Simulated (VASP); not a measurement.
# Si (Fd-3m) in VASP: further runs

Si is run at these levels: PBEsol; tasks: single point, relaxation of cell and atoms.

Everything below comes from runs of VASP 6.6.1. Logs are shortened: lines on timing, memory, paths and dates and some standing lists are left out, and cuts for length are marked.

### Step 1. The cell of the first run

Symmetry: Fd-3m, No. 227, cubic system. Conventional cell: a = 5.434 Å, b = 5.434 Å, c = 5.434 Å, α = 90.00°, β = 90.00°, γ = 90.00°. Within 3.1 Å of Si (site symmetry -43m) lie 4 Si at 2.35 Å.

### Step 2. Single point, PBEsol

File INCAR:

```
PREC     = Accurate       # precision mode
ENCUT    = 520            # plane-wave cutoff, eV
EDIFF    = 1E-7           # SCF threshold, eV
ISMEAR   = -1             # smearing method
SIGMA    = 0.05           # smearing width, eV
LREAL    = F              # projectors in reciprocal space
LASPH    = T              # aspherical terms in the spheres
NELM     = 60             # most SCF steps
ALGO     = Normal         # electronic algorithm
ISIF     = 2              # what is computed and relaxed
LWAVE    = F              # write WAVECAR
LCHARG   = F              # write CHGCAR
GGA      = PS             # functional
NBANDS   = 11             # bands
```

File KPOINTS:

```
Automatic mesh
0
Gamma
  16 16 16
```

File POSCAR:

```
Si
1.0
    0.0000000000      2.7168137247      2.7168137247
    2.7168137247      0.0000000000      2.7168137247
    2.7168137247      2.7168137247      0.0000000000
Si
2
Direct
    0.2500000000      0.2500000000      0.2500000000
    0.0000000000      0.0000000000      0.0000000000
```

Potentials or basis: VASP PAW PBE potentials, release 64 (Si).

Run with:

```sh
$ cat potpaw_PBE.64/Si/POTCAR > POTCAR
$ mpirun -np 1 vasp_std > vasp.out
```

OUTCAR:

```text
PREC = Accurate
   ENCUT = 520
   EDIFF = 1E-7
   ISMEAR = -1
   LREAL = F
   LASPH = T
   NELM = 60
   ISIF = 2
   GGA = PS

 ion  position               nearest neighbor table
   1  0.250  0.250  0.250-   2 2.35   2 2.35   2 2.35   2 2.35
   2  0.000  0.000  0.000-   1 2.35   1 2.35   1 2.35   1 2.35

  LATTYP: Found a face centered cubic cell.
 ALAT       =     5.4336274494

  Lattice vectors:

 A1 = (   0.0000000000,   2.7168137247,   2.7168137247)
 A2 = (   2.7168137247,   0.0000000000,   2.7168137247)
 A3 = (   2.7168137247,   2.7168137247,   0.0000000000)

Analysis of symmetry for initial positions (statically):
=====================================================================
 Subroutine PRICEL returns:
 Original cell was already a primitive cell.

 Routine SETGRP: Setting up the symmetry group for a
 face centered cubic supercell.

 Subroutine GETGRP returns: Found 48 space group operations
 (whereof 24 operations were pure point group operations)
 out of a pool of 48 trial point group operations.

The static configuration has the point symmetry T_d .
 The point group associated with its full space group is O_h .

Analysis of symmetry for dynamics (positions and initial velocities):
=====================================================================
 Subroutine PRICEL returns:
 Original cell was already a primitive cell.

 Routine SETGRP: Setting up the symmetry group for a
 face centered cubic supercell.

 Subroutine GETGRP returns: Found 48 space group operations
 (whereof 24 operations were pure point group operations)
 out of a pool of 48 trial point group operations.

The dynamic configuration has the point symmetry T_d .
 The point group associated with its full space group is O_h .

 Subroutine INISYM returns: Found 48 space group operations
 (whereof 24 operations are pure point group operations),
 and found     1 'primitive' translations

----------------------------------------------------------------------------------------

                                     Primitive cell

  volume of cell :      40.1060

  direct lattice vectors                    reciprocal lattice vectors
     0.000000000  2.716813725  2.716813725    -0.184039117  0.184039117  0.184039117
     2.716813725  0.000000000  2.716813725     0.184039117 -0.184039117  0.184039117
     2.716813725  2.716813725  0.000000000     0.184039117  0.184039117 -0.184039117

  length of vectors
     3.842154816  3.842154816  3.842154816     0.318765102  0.318765102  0.318765102

  position of ions in fractional coordinates (direct lattice)
     0.250000000  0.250000000  0.250000000
     0.000000000  0.000000000  0.000000000

  ion indices of the primitive-cell ions
   primitive index   ion index
                 1           1
                 2           2

----------------------------------------------------------------------------------------

 KPOINTS: Automatic mesh

Automatic generation of k-mesh.
 Grid dimensions read from file:
 generate k-points for:   16   16   16

 Generating k-lattice:

  Cartesian coordinates                     Fractional coordinates (reciprocal lattice)
    -0.011502445  0.011502445  0.011502445     0.062500000  0.000000000  0.000000000
     0.011502445 -0.011502445  0.011502445     0.000000000  0.062500000  0.000000000
     0.011502445  0.011502445 -0.011502445     0.000000000  0.000000000  0.062500000

  Length of vectors
     0.019922819  0.019922819  0.019922819

  Shift w.r.t. Gamma in fractional coordinates (k-lattice)
     0.000000000  0.000000000  0.000000000

 Subroutine IBZKPT returns following result:
 ===========================================

 Found    145 irreducible k-points:

 Following reciprocal coordinates:
            Coordinates               Weight
  0.000000  0.000000  0.000000      1.000000
  0.062500  0.000000  0.000000      8.000000
  0.125000  0.000000  0.000000      8.000000
  0.187500  0.000000  0.000000      8.000000
  0.250000  0.000000  0.000000      8.000000
  0.312500  0.000000  0.000000      8.000000
[... 16 lines left out ...]
 -0.125000  0.062500  0.000000     24.000000
 -0.062500  0.062500  0.000000     12.000000
 [... further k-points ...]
   k-points           NKPTS =    145   k-points in BZ     NKDIM =    145   number of bands    NBANDS=     11
   number of dos      NEDOS =    301   number of ions     NIONS =      2
   total plane-waves  NPLWV =  27000
   dimension x,y,z NGX =    30 NGY =   30 NGZ =   30
   dimension x,y,z NGXF=    60 NGYF=   60 NGZF=   60
   ions per type =               2
   NGX,Y,Z   is equivalent  to a cutoff of  12.98, 12.98, 12.98 a.u.
   NGXF,Y,Z  is equivalent  to a cutoff of  25.96, 25.96, 25.96 a.u.
 SYSTEM =  unknown system
   PREC   = accura    normal or accurate (medium, high low for compatibility)
   ISTART =      0    job   : 0-new  1-cont  2-samecut
   ICHARG =      2    charge: 1-file 2-atom 10-const
   ISPIN  =      1    spin polarized calculation?
   LNONCOLLINEAR =      F non collinear calculations
   LSORBIT =      F    spin-orbit coupling
   LASPH  =      T    aspherical Exc in radial PAW
   ENCUT  =  520.0 eV  38.22 Ry    6.18 a.u.   7.14  7.14  7.14*2*pi/ulx,y,z
   NELM   =     60;   NELMIN=  2; NELMDL= -5     # of ELM steps
   EDIFF  = 0.1E-06   stopping-criterion for ELM
   LREAL  =      F    real-space projection
   EDIFFG = 0.1E-05   stopping-criterion for IOM
   NSW    =      0    number of steps for IOM
   IBRION =     -1    ionic relax: 0-MD 1-quasi-New 2-CG
   NFREE  =      0    steps in history (QN), initial steepest desc. (CG)
   ISIF   =      2    stress and relaxation
   ISYM   =      2    0-nonsym 1-usesym 2-fastsym
   POTIM  = 0.5000    time-step for ionic-motion
   TEBEG  =    0.0;   TEEND  =   0.0 temperature during run
   PSTRESS=    0.0 pullay stress
   NELECT =       8.0000    total number of electrons
   NUPDOWN=      -1.0000    fix difference up-down
   EMIN   =  10.00;   EMAX   =-10.00  energy-range for DOS
   EFERMI =   0.00;   METHOD = LEGACY
   ISMEAR =    -1;   SIGMA  =   0.05  broadening in eV -4-tet -1-fermi 0-gaus
   EFERMI_NEDOS =   21; number of points for ismear=-14 and -15
   IALGO  =     38    algorithm
   IMIX   =      4    mixing-type and parameters
     AMIX     =   0.40;   BMIX     =  1.00
     AMIX_MAG =   1.60;   BMIX_MAG =  1.00
  volume/ion in A,a.u.               =      20.05       135.32
  Fermi-wavevector in a.u.,A,eV,Ry     =   0.956537  1.807592 12.448820  0.914962
  Thomas-Fermi vector in A             =   2.085474
   LORBIT       =      0    0 simple, 1 ext, 2 COOP (PROOUT), +10 PAW based schemes
   GGA     = PS    functional components
   LHFCALC =     F    Hartree Fock is set to
   AEXX    =    0.0000 exact exchange contribution
   IVDW    =     0    specifies the selected vdW correction
   LEPSILON=     F    determine dielectric tensor
   LRPA    =     F    only Hartree local field effects (RPA)
 non-spin polarized calculation
  energy-cutoff  :      520.00
  volume of cell :       40.11
 maximum number of plane-waves:      1106
 NGX is ok and might be reduce to    30
   NGX = 15   NGY = 15   NGZ = 15

 number of electron       8.0000000 magnetization

 Free energy of the ion-electron system (eV)
  ---------------------------------------------------
  ext. energy  EPLUGINS =         0.00000000
  ---------------------------------------------------
  free energy    TOTEN  =       -11.49341275 eV

  energy without entropy =      -11.49337929  energy(sigma->0) =      -11.49339602

 E-fermi :   6.0021     XC(G=0):  -9.5475

 val. band max:        5.7733780443   @ k =   0.0000   0.0000   0.0000
 cond. band min:       6.2369414771   @ k =   0.4375   0.4375   0.0000
 fundamental gap:      0.4635634328
 Fermi energy:         6.0020595127

 k-point     1 :       0.0000    0.0000    0.0000
  band No.  band energies     occupation
      1      -6.2058      2.00000
      2       5.7734      1.97957
      3       5.7734      1.97957
      4       5.7734      1.97957
      5       8.2902      0.00000
      6       8.2902      0.00000
      7       8.2902      0.00000
      8       9.0792      0.00000
      9      13.4611      0.00000
     10      13.4611      0.00000
     11      13.4776      0.00000

 k-point     2 :       0.0625    0.0000    0.0000
  band No.  band energies     occupation
      1      -6.1544      2.00000
      2       5.2365      2.00000
      3       5.6877      1.99629
      4       5.6877      1.99629
      5       8.3495      0.00000
      6       8.4155      0.00000
      7       8.4155      0.00000
      8       9.4623      0.00000
      9      13.2871      0.00000
     10      13.2871      0.00000
     11      13.7063      0.00000

 k-point     3 :       0.1250    0.0000    0.0000
  band No.  band energies     occupation
      1      -6.0011      2.00000
      2       4.1612      2.00000
      3       5.4813      1.99994
      4       5.4813      1.99994
      5       8.2147      0.00000
      6       8.7175      0.00000
      7       8.7175      0.00000
      8      10.4285      0.00000
      9      12.9569      0.00000
     10      12.9569      0.00000
     11      14.2841      0.00000

 k-point     4 :       0.1875    0.0000    0.0000
  band No.  band energies     occupation
      1      -5.7488      2.00000
      2       2.9811      2.00000
      3       5.2376      2.00000
      4       5.2376      2.00000
      5       7.9747      0.00000
      6       9.0398      0.00000
      7       9.0398      0.00000
      8      11.5353      0.00000
      9      12.7621      0.00000
     10      12.7621      0.00000
     11      14.7043      0.00000

 k-point     5 :       0.2500    0.0000    0.0000
  band No.  band energies     occupation
      1      -5.4037      2.00000
      2       1.8242      2.00000
      3       5.0091      2.00000
      4       5.0091      2.00000
      5       7.7293      0.00000
      6       9.2304      0.00000
      7       9.2304      0.00000
      8      12.6085      0.00000
      9      12.9039      0.00000
     10      12.9039      0.00000
     11      14.5526      0.00000
[... 211 lines left out ...]
 k-point    21 :      -0.2500    0.0625    0.0000
  band No.  band energies     occupation
      1      -5.2253      2.00000
      2       1.4638      2.00000
      3       4.3645      2.00000
      4       5.1030      2.00000
      5       7.9773      0.00000
      6       9.1424      0.00000
      7       9.4304      0.00000
      8      12.3256      0.00000
      9      12.4812      0.00000
     10      14.2546      0.00000
     11      14.7725      0.00000

 k-point    22 :      -0.1875    0.0625    0.0000
  band No.  band energies     occupation
      1      -5.5986      2.00000
      2       2.5816      2.00000
      3       4.5754      2.00000
      4       5.3469      2.00000
      5       8.2001      0.00000
      6       8.9527      0.00000
      7       9.3131      0.00000
      8      11.6636      0.00000
      9      12.2675      0.00000
     10      13.5165      0.00000
     11      14.9824      0.00000

 k-point    23 :      -0.1250    0.0625    0.0000
  band No.  band energies     occupation
      1      -5.8825      2.00000
      2       3.7206      2.00000
      3       4.8554      2.00000
      4       5.5721      1.99963
      5       8.4249      0.00000
      6       8.6605      0.00000
      7       8.9669      0.00000
      8      10.8846      0.00000
      9      12.4334      0.00000
     10      13.2489      0.00000
     11      14.6778      0.00000

 k-point    24 :      -0.0625    0.0625    0.0000
  band No.  band energies     occupation
      1      -6.0690      2.00000
      2       4.7182      2.00000
      3       5.2371      2.00000
      4       5.7106      1.99414
      5       8.4305      0.00000
      6       8.5305      0.00000
      7       8.5837      0.00000
      8      10.0126      0.00000
      9      12.8366      0.00000
     10      13.3176      0.00000
     11      14.0582      0.00000

 [... further k-points ...]

------------------------ aborting loop because EDIFF is reached ----------------------------------------

  FORCE on cell =-STRESS in cart. coord.  units (eV):
  Direction    XX          YY          ZZ          XY          YZ          ZX
  --------------------------------------------------------------------------------------
  -------------------------------------------------------------------------------------
  Total        0.0265094      0.0265094      0.0265094      0.0000000      0.0000000      0.0000000
  in kB        1.0590119      1.0590119      1.0590119      0.0000000      0.0000000      0.0000000
  external PRESSURE =       1.0590119 kB  Pullay stress =       0.0000000 kB

 VOLUME and BASIS-vectors are now :
 -----------------------------------------------------------------------------
  energy-cutoff  :      520.00
  volume of cell :       40.11
      direct lattice vectors                 reciprocal lattice vectors
     0.000000000  2.716813725  2.716813725    -0.184039117  0.184039117  0.184039117
     2.716813725  0.000000000  2.716813725     0.184039117 -0.184039117  0.184039117
     2.716813725  2.716813725  0.000000000     0.184039117  0.184039117 -0.184039117

 POSITION                                       TOTAL-FORCE (eV/Angst)
 -----------------------------------------------------------------------------------
      1.35841      1.35841      1.35841        -0.000000     -0.000000     -0.000000
      0.00000      0.00000      0.00000         0.000000      0.000000      0.000000
 -----------------------------------------------------------------------------------
    total drift:                               -0.000000     -0.000000     -0.000000

  FREE ENERGIE OF THE ION-ELECTRON SYSTEM (eV)
  ---------------------------------------------------
  free  energy   TOTEN  =       -11.4934127507 eV

  energy  without entropy=      -11.4933792861  energy(sigma->0) =      -11.49339602
```

It took 30 s on 1 thread of Intel Xeon 6975P-C (Granite Rapids), shared host; peak memory 0.19 GiB.

Results:

```yaml
Free_energy: -11.4934 eV
Pressure: 0.1 GPa
Band_gap_on_the_k_mesh: 0.46 eV (least direct gap 2.52 eV)
```

Levels at points of the mesh, in eV from the valence-band top:
```tsv
k point	band 1	band 2	band 3	band 4	band 5	band 6	band 7	band 8
(0.00, 0.00, 0.00)	-11.98	0.00	0.00	0.00	2.52	2.52	2.52	3.31
(0.50, 0.00, 0.00)	-9.63	-7.01	-1.20	-1.20	1.46	3.27	3.27	7.51
(0.50, 0.50, 0.00)	-7.82	-7.82	-2.87	-2.87	0.59	0.59	10.05	10.05
```

Caveat: the PAW data sets were made with another functional, which shifts forces and pressure a little.

### Step 3. Relaxation of cell and atoms, PBEsol

This run uses another cell than the first one, of 19.98 Å³/atom.

File INCAR:

```
SYSTEM = Si
PREC = Accurate
ENCUT = 600
EDIFF = 1E-6
ISMEAR = -1
SIGMA = 0.05
LREAL = .False.
LASPH = .True.
NELM = 60
ALGO = Normal
ISIF = 3
LWAVE = .False.
LCHARG = .False.
GGA = PS
IBRION = 2
NSW = 100
EDIFFG = -0.002
```

File KPOINTS:

```
Automatic mesh
0
Gamma
  16 16 16
  0 0 0
```

File POSCAR:

```
Si
1.0
    0.0000000000      2.7135600000      2.7135600000
    2.7135600000      0.0000000000      2.7135600000
    2.7135600000      2.7135600000      0.0000000000
Si
2
Direct
    0.2500000000      0.2500000000      0.2500000000
    0.0000000000      0.0000000000      0.0000000000
```

Potentials or basis: VASP PAW PBE potentials, release 64 (Si).

Run with:

```sh
$ cat potpaw_PBE.64/Si/POTCAR > POTCAR
$ mpirun -np 1 vasp_std > vasp.out
```

Run time: 23 s. Hardware: 1 thread of Intel Xeon 6975P-C (Granite Rapids), shared host; peak memory 0.19 GiB.

It converged, with:

- Free energy: -11.4934 eV
- Relaxed volume: 20.08 Å³/atom
- Relaxed cell: a = 3.844 Å, b = 3.844 Å, c = 3.844 Å, α = 60.00°, β = 60.00°, γ = 60.00°
- Space group after relaxing (to 0.1 Å): Fd-3m (No. 227)
- Energy gained by relaxing: 0.1 meV/atom
- Ionic steps: 3
- Pressure after relaxing: 0.0 GPa
- Band gap on the k mesh: 0.47 eV (least direct gap 2.52 eV)

Step by step:
```tsv
step	energy change (eV)	largest force (eV/Å)	pressure (GPa)	volume (Å³)
1	0.0000	0.0000	0.46	39.96
2	-0.0001	0.0000	-0.32	40.29
3	-0.0003	0.0000	0.00	40.15
```

Final structure:
```cif
data_structure
_symmetry_space_group_name_H-M 'P 1'
_symmetry_Int_Tables_number 1
_cell_length_a 3.8436
_cell_length_b 3.8436
_cell_length_c 3.8436
_cell_angle_alpha 60.000
_cell_angle_beta 60.000
_cell_angle_gamma 60.000
_cell_volume 40.15
loop_
_atom_site_label
_atom_site_type_symbol
_atom_site_fract_x
_atom_site_fract_y
_atom_site_fract_z
_atom_site_occupancy
Si1 Si 0.25000 0.25000 0.25000 1
Si2 Si 0.00000 0.00000 0.00000 1
```

Levels at points of the mesh, in eV from the valence-band top:
| k point | band 1 | band 2 | band 3 | band 4 | band 5 | band 6 | band 7 | band 8 |
| --- | --- | --- | --- | --- | --- | --- | --- | --- |
| (0.00, 0.00, 0.00) | -11.97 | 0.00 | 0.00 | 0.00 | 2.52 | 2.52 | 2.52 | 3.29 |
| (0.50, 0.00, 0.00) | -9.63 | -7.00 | -1.20 | -1.20 | 1.46 | 3.27 | 3.27 | 7.51 |
| (0.50, 0.50, 0.00) | -7.82 | -7.82 | -2.87 | -2.87 | 0.59 | 0.59 | 10.04 | 10.04 |

Caveat: the PAW data sets were made with another functional, which shifts forces and pressure a little. Zero-point motion and thermal expansion aren't in these numbers.
